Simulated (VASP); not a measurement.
Hf2Si2Os:

```
Os Si Hf
1.0
     6.48505    0.00000    0.00000
     0.00000    6.48505    0.00000
     0.00000    0.00000    4.05112
Os Si Hf
2 4 4
Cartesian
  0.0000 0.0000 0.0000
  3.2425 3.2425 0.0000
  2.4384 5.6809 0.0000
  0.8041 2.4384 0.0000
  4.0467 0.8041 0.0000
  5.6809 4.0467 0.0000
  1.1471 4.3897 2.0256
  2.0954 1.1471 2.0256
  5.3379 2.0954 2.0256
  4.3897 5.3379 2.0256
```

Base run:

- Program: VASP 6.6.1
- Functional: r2SCAN
- Potentials or basis: VASP PAW PBE potentials, release 64 (Os, Si, Hf_pv)
- Cutoff: 520 eV
- k mesh: 3 × 3 × 5
- Occupations: fermi-dirac, width 0.023 eV
- Spin: no spin polarisation

Its results: band gap on the k mesh zero (bands 36 and 37 overlap by 0.18 eV); pressure -10.7 GPa; largest force 1.951 eV/Å.

The run is repeated on the same cell with these changes: functional from r2SCAN to PBEsol. What comes out?

Band gap on the k mesh zero (bands 36 and 37 overlap by 0.15 eV); pressure -12.5 GPa; largest force 1.912 eV/Å.

Caveats: the cell stands under tension; the PAW data sets were made with another functional, which shifts forces and pressure a little; spin-orbit coupling is left out, which moves the levels of the heavy elements.
